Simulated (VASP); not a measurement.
A run of VASP 6.6.1 is set up as follows.

Contents of POSCAR:

```
Li2Se
1.0
    0.0000000000      2.9935210577      2.9935210577
    2.9935210577      0.0000000000      2.9935210577
    2.9935210577      2.9935210577      0.0000000000
Se Li
1 2
Direct
    0.0000000000      0.0000000000      0.0000000000
    0.2500000000      0.2500000000      0.2500000000
    0.7500000000      0.7500000000      0.7500000000
```

File INCAR.step1:

```
PREC = Accurate
ENCUT = 650
EDIFF = 1E-5
ISMEAR = 0
SIGMA = 0.01
LREAL = F
LASPH = T
NELM = 120
ALGO = Normal
ISIF = 2
LWAVE = T
LCHARG = F
NBANDS = 13
GGA = PE
GGA_COMPAT = F
```

File INCAR.step2:

```
PREC = Accurate
ENCUT = 650
EDIFF = 1E-6
ISMEAR = 0
SIGMA = 0.01
LREAL = F
LASPH = T
NELM = 120
ALGO = Normal
ISIF = 2
LWAVE = F
LCHARG = F
GGA = PE
LHFCALC = T
HFSCREEN = 0.2079
PRECFOCK = Normal
NBANDS = 13
ISTART = 1
GGA_COMPAT = F
```

Contents of KPOINTS:

```
regular mesh
0
Gamma
  6 6 6
```

Potentials or basis: VASP PAW PBE potentials, release 64 (Se, Li_sv).

Run with:

```console
$ cat potpaw_PBE.64/Se/POTCAR potpaw_PBE.64/Li_sv/POTCAR > POTCAR
$ cp INCAR.step1 INCAR
$ mpirun -np 1 vasp_std > vasp.out
$ cp INCAR.step2 INCAR
$ mpirun -np 1 vasp_std > vasp.out
```

What does it give for the band gap on the k mesh?

3.83 eV (least direct gap 4.39 eV).

Predict the pressure.

-0.5 GPa.

Caveat: the structure was generated, so it needn't be the stable form of Li2Se; the PAW data sets were made with another functional, which shifts forces and pressure a little. A k mesh can miss the band edges.
